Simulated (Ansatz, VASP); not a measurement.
Two plane-wave programs on MgS

Contents of POSCAR:

```
MgS
1.0
    0.0000000000      2.8308747668      2.8308747668
    2.8308747668      0.0000000000      2.8308747668
    2.8308747668      2.8308747668      0.0000000000
Mg S
1 1
Direct
    0.0000000000      0.0000000000      0.0000000000
    0.7500000000      0.7500000000      0.7500000000
```

Contents of INCAR.step1:

```
SYSTEM = MgS
  ALGO = Normal
  EDIFF = 1E-5
  ENCUT = 520
  GGA = PE
  ISIF = 2
  ISMEAR = 0
  LASPH = .True.
  LCHARG = .False.
  LREAL = .False.
  LWAVE = .True.
  NBANDS = 11
  NELM = 60
  PREC = Accurate
  SIGMA = 0.01
```

File INCAR.step2:

```
SYSTEM = MgS
  ALGO = Normal
  EDIFF = 1E-6
  ENCUT = 520
  GGA = PE
  HFSCREEN = 0.2079
  ISIF = 2
  ISMEAR = 0
  ISTART = 1
  LASPH = .True.
  LCHARG = .False.
  LHFCALC = .True.
  LREAL = .False.
  LWAVE = .False.
  NBANDS = 11
  NELM = 60
  PREC = Accurate
  PRECFOCK = Normal
  SIGMA = 0.01
```

KPOINTS

```
k-points
0
Gamma
  4 4 4
  0 0 0
```

Input for Ansatz:

```yaml
crystal:
  lattice:
    - [0.0, 2.8308747668, 2.8308747668]
    - [2.8308747668, 0.0, 2.8308747668]
    - [2.8308747668, 2.8308747668, 0.0]
  atoms:
    - { symbol: Mg, position: [0.0, 0.0, 0.0] }
    - { symbol: S, position: [0.75, 0.75, 0.75] }
kpoints:
  mp_grid: { grid: [4, 4, 4] }
hamiltonian:
  xc: hse06
scf:
  occupations: { method: fixed }
  n_extra_bands: 4
output:
  forces: true
  stress: true
  eigenvalues: true
  write_density: true
  write_potential: true
  elf: true
  volumetric_format: npy
```

Alike in both runs: task single point; functional HSE06; k mesh 4 × 4 × 4; no spin polarisation.

```csv
,VASP,Ansatz
version,VASP 6.6.1,Ansatz 0.2.0
potentials or method,"VASP PAW PBE potentials, release 64 (Mg, S)","plane waves, PAW"
plane-wave cutoff (eV),520,420
occupations,"gaussian, width 0.01 eV",fixed
valence electrons in the cell,8,16
```

|  | VASP | Ansatz | Ansatz less VASP |
| --- | --- | --- | --- |
| gap on the k mesh at the Fermi level (eV) | 4.52 | 4.53 | +0.016 |
| pressure (GPa) | -0.1 | 0.1 | +0.18 |

VASP's potentials hold 8 valence electrons a cell and Ansatz's 16, so a difference there can come from the potentials and not from the codes. Ansatz's warnings: stress exchange threshold loose, stress scf threshold loose.

The k mesh is coarse, so the values compare programs but aren't converged.
